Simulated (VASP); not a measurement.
## MgB2: relaxation of shape and atoms at fixed volume with PBE

The system is MgB2.

```
Mg B
1.0
     2.96659    0.00000    0.00000
    -1.48329    2.56914    0.00000
     0.00000    0.00000    3.33492
Mg B
1 2
Direct
  0.00000 0.00000 0.00000
  0.33333 0.66667 0.50000
  0.66667 0.33333 0.50000
```

```yaml
Program: VASP 6.6.1
Task: relaxation of shape and atoms at fixed volume
Functional: PBE
Potentials_or_basis: VASP PAW PBE potentials, release 64 (Mg, B)
Cutoff: 600 eV
k_mesh: 15 × 15 × 12
Occupations: gaussian, width 0.1 eV
Spin: no spin polarisation
Dipole_correction: no
Further_INCAR_settings: ALGO = Normal; EDIFF = 1e-06; IBRION = 2; EDIFFG = -0.01; NSW = 50; ISIF = 4
```

| Item | Value |
| --- | --- |
| Energy gained by relaxing | 0.4 meV/atom |
| Ionic steps | 3 |
| Pressure after relaxing | 22.8 GPa |
| Band gap on the k mesh | zero (bands 4 and 5 overlap by 4.35 eV) |

The path:
| step | energy change (eV) | largest force (eV/Å) | pressure (GPa) | volume (Å³) |
| --- | --- | --- | --- | --- |
| 1 | 0.0000 | 0.0000 | 23.20 | 25.42 |
| 2 | -0.0011 | 0.0000 | 22.90 | 25.42 |
| 3 | -0.0012 | 0.0000 | 22.77 | 25.42 |

Final structure:
```cif
data_structure
_symmetry_space_group_name_H-M 'P 1'
_symmetry_Int_Tables_number 1
_cell_length_a 2.9756
_cell_length_b 2.9756
_cell_length_c 3.3147
_cell_angle_alpha 90.000
_cell_angle_beta 90.000
_cell_angle_gamma 120.000
_cell_volume 25.42
loop_
_atom_site_label
_atom_site_type_symbol
_atom_site_fract_x
_atom_site_fract_y
_atom_site_fract_z
_atom_site_occupancy
Mg1 Mg 0.00000 0.00000 0.00000 1
B1 B 0.33333 0.66667 0.50000 1
B2 B 0.66667 0.33333 0.50000 1
```

Levels at points of the mesh, in eV from the Fermi level:
```csv
k point,band 2,band 3,band 4,band 5,band 6,band 7
"(0.00, 0.00, 0.00)",-2.92,0.31,0.31,2.40,6.63,6.63
"(0.00, 0.00, 0.50)",-8.01,0.81,0.81,6.92,6.92,8.46
```

Wall time 80 s on 1 thread of Intel Xeon 8259CL (shared host), peak memory 0.19 GiB.
